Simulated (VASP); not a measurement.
# PdBr3 (Pm-3m) in VASP: further runs

PdBr3 is run at these levels: PBE; tasks: single point.

Everything below comes from runs of VASP 6.6.1. Logs are shortened: lines on timing, memory, paths and dates and some standing lists are left out, and cuts for length are marked.

### 1 The cell of the first run

The structure is cubic, space group Pm-3m (No. 221). The conventional cell has a = 4.655 Å, b = 4.655 Å, c = 4.655 Å, α = 90.00°, β = 90.00°, γ = 90.00°. Within 4.3 Å of Pd (site symmetry m-3m) lie 12 Br at 3.29 Å. Within 4.3 Å of Br (site symmetry 4/mmm) lie 4 Pd at 3.29 Å and 8 Br at 3.29 Å.

### 2 Single point, PBE

File INCAR:

```
SYSTEM = PdBr3
ALGO = Normal ; EDIFF = 1E-6
ENCUT = 520 ; GGA = PE
ISIF = 2 ; ISMEAR = 0
LASPH = .True. ; LCHARG = .False.
LREAL = .False. ; LWAVE = .False.
NBANDS = 24 ; NELM = 60
PREC = Accurate ; SIGMA = 0.1
```

File KPOINTS:

```
k-points
0
Gamma
  4 4 4
  0 0 0
```

File POSCAR:

```
PdBr3
1.0
    4.6549575025      0.0000000000      0.0000000000
    0.0000000000      4.6549575025      0.0000000000
    0.0000000000      0.0000000000      4.6549575025
Pd Br
1 3
Direct
    0.0000000000      0.0000000000      0.0000000000
    0.0000000000      0.5000000000      0.5000000000
    0.5000000000      0.0000000000      0.5000000000
    0.5000000000      0.5000000000      0.0000000000
```

Potentials or basis: VASP PAW PBE potentials, release 64 (Pd, Br).

Started as:

```bash
> cat potpaw_PBE.64/Pd/POTCAR potpaw_PBE.64/Br/POTCAR > POTCAR
> mpirun -np 1 vasp_std > vasp.out
```

OUTCAR:

```text
SYSTEM = PdBr3
   EDIFF = 1E-6
   ENCUT = 520
   GGA = PE
   ISIF = 2
   ISMEAR = 0
   LASPH = .True.
   LREAL = .False.
   NELM = 60
   PREC = Accurate

 ion  position               nearest neighbor table
   1  0.000  0.000  0.000-
   2  0.000  0.500  0.500-
   3  0.500  0.000  0.500-
   4  0.500  0.500  0.000-

  LATTYP: Found a simple cubic cell.
 ALAT       =     4.6549575025

  Lattice vectors:

 A1 = (   4.6549575025,   0.0000000000,   0.0000000000)
 A2 = (   0.0000000000,   4.6549575025,   0.0000000000)
 A3 = (   0.0000000000,   0.0000000000,   4.6549575025)

Analysis of symmetry for initial positions (statically):
=====================================================================
 Subroutine PRICEL returns:
 Original cell was already a primitive cell.

 Routine SETGRP: Setting up the symmetry group for a
 simple cubic supercell.

 Subroutine GETGRP returns: Found 48 space group operations
 (whereof 48 operations were pure point group operations)
 out of a pool of 48 trial point group operations.

The static configuration has the point symmetry O_h .

Analysis of symmetry for dynamics (positions and initial velocities):
=====================================================================
 Subroutine PRICEL returns:
 Original cell was already a primitive cell.

 Routine SETGRP: Setting up the symmetry group for a
 simple cubic supercell.

 Subroutine GETGRP returns: Found 48 space group operations
 (whereof 48 operations were pure point group operations)
 out of a pool of 48 trial point group operations.

The dynamic configuration has the point symmetry O_h .

 Subroutine INISYM returns: Found 48 space group operations
 (whereof 48 operations are pure point group operations),
 and found     1 'primitive' translations

----------------------------------------------------------------------------------------

                                     Primitive cell

  volume of cell :     100.8665

  direct lattice vectors                    reciprocal lattice vectors
[... 69 lines left out ...]
   ICHARG =      2    charge: 1-file 2-atom 10-const
   ISPIN  =      1    spin polarized calculation?
   LNONCOLLINEAR =      F non collinear calculations
   LSORBIT =      F    spin-orbit coupling
   LASPH  =      T    aspherical Exc in radial PAW
   ENCUT  =  520.0 eV  38.22 Ry    6.18 a.u.   8.66  8.66  8.66*2*pi/ulx,y,z
   NELM   =     60;   NELMIN=  2; NELMDL= -5     # of ELM steps
   EDIFF  = 0.1E-05   stopping-criterion for ELM
   LREAL  =      F    real-space projection
   EDIFFG = 0.1E-04   stopping-criterion for IOM
   NSW    =      0    number of steps for IOM
   IBRION =     -1    ionic relax: 0-MD 1-quasi-New 2-CG
   NFREE  =      0    steps in history (QN), initial steepest desc. (CG)
   ISIF   =      2    stress and relaxation
   ISYM   =      2    0-nonsym 1-usesym 2-fastsym
   POTIM  = 0.5000    time-step for ionic-motion
   TEBEG  =    0.0;   TEEND  =   0.0 temperature during run
   PSTRESS=    0.0 pullay stress
   NELECT =      31.0000    total number of electrons
   NUPDOWN=      -1.0000    fix difference up-down
   EMIN   =  10.00;   EMAX   =-10.00  energy-range for DOS
   EFERMI =   0.00;   METHOD = LEGACY
   ISMEAR =     0;   SIGMA  =   0.10  broadening in eV -4-tet -1-fermi 0-gaus
   EFERMI_NEDOS =   21; number of points for ismear=-14 and -15
   IALGO  =     38    algorithm
   IMIX   =      4    mixing-type and parameters
     AMIX     =   0.40;   BMIX     =  1.00
     AMIX_MAG =   1.60;   BMIX_MAG =  1.00
  volume/ion in A,a.u.               =      25.22       170.17
  Fermi-wavevector in a.u.,A,eV,Ry     =   1.104790  2.087750 16.606735  1.220561
  Thomas-Fermi vector in A             =   2.241268
   LORBIT       =      0    0 simple, 1 ext, 2 COOP (PROOUT), +10 PAW based schemes
   GGA     = PE    functional components
   LHFCALC =     F    Hartree Fock is set to
   AEXX    =    0.0000 exact exchange contribution
   IVDW    =     0    specifies the selected vdW correction
   LEPSILON=     F    determine dielectric tensor
   LRPA    =     F    only Hartree local field effects (RPA)
 non-spin polarized calculation
 Gauss-broadening in eV      SIGMA  =   0.10
  energy-cutoff  :      520.00
  volume of cell :      100.87
 maximum number of plane-waves:      2800
 NGX is ok and might be reduce to    36
   NGX = 17   NGY = 17   NGZ = 17

 number of electron      31.0000011 magnetization

 Free energy of the ion-electron system (eV)
  ---------------------------------------------------
  ext. energy  EPLUGINS =         0.00000000
  ---------------------------------------------------
  free energy    TOTEN  =        -7.36647439 eV

  energy without entropy =       -7.29414424  energy(sigma->0) =       -7.33030932

 E-fermi :   2.5229     XC(G=0):  -9.6250

 val. band max:        2.5211364789   @ k =   0.5000   0.2500   0.0000
 cond. band min:       2.5267660406   @ k =   0.5000   0.2500   0.2500
 fundamental gap:      0.0056295617
 Fermi energy:         2.5228883102

 k-point     1 :       0.0000    0.0000    0.0000
  band No.  band energies     occupation
      1     -12.7267      2.00000
      2     -11.0673      2.00000
      3     -11.0673      2.00000
      4      -1.3610      2.00000
      5      -1.3610      2.00000
      6      -1.3610      2.00000
[... 259 lines left out ...]
     23      12.2389      0.00000
     24      12.2389      0.00000

------------------------ aborting loop because EDIFF is reached ----------------------------------------

  FORCE on cell =-STRESS in cart. coord.  units (eV):
  Direction    XX          YY          ZZ          XY          YZ          ZX
  --------------------------------------------------------------------------------------
  -------------------------------------------------------------------------------------
  Total       -0.9017270     -0.9017270     -0.9017270      0.0000000     -0.0000000      0.0000000
  in kB      -14.3231481    -14.3231481    -14.3231481      0.0000000     -0.0000000      0.0000000
  external PRESSURE =     -14.3231481 kB  Pullay stress =       0.0000000 kB

 VOLUME and BASIS-vectors are now :
 -----------------------------------------------------------------------------
  energy-cutoff  :      520.00
  volume of cell :      100.87
      direct lattice vectors                 reciprocal lattice vectors
     4.654957503  0.000000000  0.000000000     0.214824732  0.000000000  0.000000000
     0.000000000  4.654957503  0.000000000     0.000000000  0.214824732  0.000000000
     0.000000000  0.000000000  4.654957503     0.000000000  0.000000000  0.214824732

 POSITION                                       TOTAL-FORCE (eV/Angst)
 -----------------------------------------------------------------------------------
      0.00000      0.00000      0.00000         0.000000      0.000000      0.000000
      0.00000      2.32748      2.32748         0.000000      0.000000      0.000000
      2.32748      0.00000      2.32748         0.000000      0.000000      0.000000
      2.32748      2.32748      0.00000         0.000000      0.000000      0.000000
 -----------------------------------------------------------------------------------
    total drift:                                0.000000      0.000000      0.000000

  FREE ENERGIE OF THE ION-ELECTRON SYSTEM (eV)
  ---------------------------------------------------
  free  energy   TOTEN  =        -7.3664743935 eV

  energy  without entropy=       -7.2941442398  energy(sigma->0) =       -7.33030932
```

Wall time 16 s (1 thread of Intel Xeon Platinum 8559C (Emerald Rapids), shared host); peak memory 0.21 GiB.

Results:

```
Free energy            : -7.3665 eV
Pressure               : -1.4 GPa
Band gap on the k mesh : zero (an odd number of electrons rules out a gap without spin polarisation)
```

Levels at points of the mesh, in eV from the Fermi level:
```
           k point  band 11  band 12  band 13  band 14  band 15  band 16  band 17  band 18  band 19  band 20
(0.00, 0.00, 0.00)    -1.06    -1.01    -1.01    -1.01     0.03     0.03     0.03     1.25     6.93     7.83
(0.50, 0.00, 0.00)    -0.99    -0.92    -0.92    -0.88    -0.02     0.21     0.21     4.17     4.94     7.69
(0.50, 0.50, 0.00)    -1.11    -0.84    -0.78    -0.07    -0.07     0.17     0.43     3.87     5.94     7.58
(0.50, 0.50, 0.50)    -0.84    -0.84     0.09     0.09     0.09     0.21     0.21     1.28     9.13     9.13
```

Caveat: an odd number of electrons without spin polarisation forces a metal; a magnetic or distorted state may lie lower.

### 3 Single point, PBE, collinear spin

This run uses another cell than the first one, of 24.94 Å³/atom.

File INCAR:

```
SYSTEM = PdBr3
PREC     = Accurate       ! precision mode
ENCUT    = 520            ! plane-wave cutoff, eV
EDIFF    = 1E-6           ! SCF threshold, eV
ISMEAR   = 0              ! smearing method
SIGMA    = 0.1            ! smearing width, eV
LREAL    = .False.        ! projectors in reciprocal space
LASPH    = .True.         ! aspherical terms in the spheres
NELM     = 150            ! most SCF steps
ALGO     = Normal         ! electronic algorithm
ISIF     = 2              ! what is computed and relaxed
LWAVE    = .False.        ! write WAVECAR
LCHARG   = .False.        ! write CHGCAR
ISPIN    = 2              ! spin polarisation
MAGMOM   = 0.79 0.65 0.65 0.65 ! initial moments
LORBIT   = 11             ! projections on sites
LMAXMIX  = 4              ! l up to which the mixer works
GGA      = PE             ! functional
NBANDS   = 28             ! bands
```

File KPOINTS:

```
Automatic mesh
0
Gamma
  10 10 10
  0 0 0
```

File POSCAR:

```
PdBr3
1.0
    4.6377598656      0.0000000000      0.0000000000
    0.0000000000      4.6377598656      0.0000000000
    0.0000000000      0.0000000000      4.6377598656
Pd Br
1 3
Direct
    0.0000000000      0.0000000000      0.0000000000
    0.0000000000      0.5000000000      0.5000000000
    0.5000000000      0.0000000000      0.5000000000
    0.5000000000      0.5000000000      0.0000000000
```

Potentials or basis: VASP PAW PBE potentials, release 64 (Pd, Br).

Started as:

```bash
> cat potpaw_PBE.64/Pd/POTCAR potpaw_PBE.64/Br/POTCAR > POTCAR
> mpirun -np 1 vasp_std > vasp.out
```

Run time: 2.6 min. Hardware: 1 thread of Intel Xeon Platinum 8559C (Emerald Rapids), shared host; peak memory 0.39 GiB.

The run converged. Its results:

- Free energy: -7.4257 eV
- Pressure: 0.1 GPa
- Net moment: 2.82 μB per cell
- Site moments: Pd +0.77; Br +0.56 μB
- Valence electrons inside the program's atomic spheres: Pd 8.81; Br 4.72

Levels at points of the mesh, in eV from the Fermi level:
Spin up:
```tsv
k point	band 13	band 14	band 15	band 16	band 17	band 18	band 19	band 20	band 21	band 22
(0.00, 0.00, 0.00)	-1.40	-1.40	-0.31	-0.31	-0.31	1.10	6.76	7.67	7.67	8.47
(0.50, 0.00, 0.00)	-1.30	-1.23	-0.36	-0.14	-0.14	3.99	4.82	7.56	7.56	8.83
(0.50, 0.50, 0.00)	-1.13	-0.44	-0.44	-0.20	0.12	3.70	5.80	7.46	7.46	9.58
(0.50, 0.50, 0.50)	-0.21	-0.21	-0.21	-0.15	-0.15	1.12	8.98	8.98	8.98	9.62
```
Spin down:
| k point | band 12 | band 13 | band 14 | band 15 | band 16 | band 17 |
| --- | --- | --- | --- | --- | --- | --- |
| (0.00, 0.00, 0.00) | -0.85 | -0.85 | -0.85 | 0.35 | 0.35 | 0.35 |
| (0.50, 0.00, 0.00) | -0.77 | -0.68 | -0.68 | 0.18 | 0.49 | 0.49 |
| (0.50, 0.50, 0.00) | -0.67 | -0.67 | 0.17 | 0.17 | 0.51 | 0.72 |
| (0.50, 0.50, 0.50) | -0.73 | 0.40 | 0.40 | 0.40 | 0.56 | 0.56 |
